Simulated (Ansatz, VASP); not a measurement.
# One calculation of BN, two programs

The input INCAR:

```
PREC = Accurate ; ENCUT = 520
EDIFF = 1E-6 ; ISMEAR = 0
SIGMA = 0.02 ; LREAL = F
LASPH = T ; NELM = 80
ALGO = Normal ; ISIF = 2
LWAVE = F ; LCHARG = T
GGA = PE ; LELF = T
LVHAR = T ; NBANDS = 11
```

File KPOINTS:

```
regular mesh
0
Gamma
  12 12 12
```

Contents of POSCAR:

```
BN
1.0
    0.0000000000      1.7113279039      1.7113279039
    1.8201079639      0.0000000000      1.7113279039
    1.8201079639      1.7113279039      0.0000000000
B N
1 1
Direct
    0.0000000000      0.0000000000      0.0000000000
    0.7500000000      0.7500000000      0.7500000000
```

Input for Ansatz:

```yaml
crystal:
  lattice:
    - [0.0, 1.7113279039, 1.7113279039]
    - [1.8201079639, 0.0, 1.7113279039]
    - [1.8201079639, 1.7113279039, 0.0]
  atoms:
    - { symbol: B, position: [0.0, 0.0, 0.0] }
    - { symbol: "N", position: [0.75, 0.75, 0.75] }
basis:
  ecutwfc: 420
kpoints:
  mp_grid: { grid: [12, 12, 12] }
hamiltonian:
  xc: pbe
scf:
  occupations: { method: gaussian, width: 0.02 }
output:
  forces: true
  stress: true
  eigenvalues: true
  populations: true
```

Alike in both runs: task single point; functional PBE; k mesh 12 × 12 × 12; occupations gaussian, width 0.02 eV; no spin polarisation.

|  | VASP | Ansatz |
| --- | --- | --- |
| version | VASP 6.6.1 | Ansatz 0.2.0 |
| potentials or method | VASP PAW PBE potentials, release 64 (B, N), cutoff 520 eV | scalar-relativistic, plane waves, PAW |
| valence electrons in the cell | 8 | 8 |

```csv
,VASP,Ansatz,Ansatz less VASP
gap on the k mesh at the Fermi level (eV),3.95,3.97,+0.015
least direct gap on the mesh (eV),8.96,8.97,+0.014
pressure (GPa),50.7,50.1,-0.60
"traceless stress, the component that is largest in VASP (GPa)",-30.29,-30.29,-0.005
```

Both programs put the cell under a high pressure, so it lies far from rest at this level.
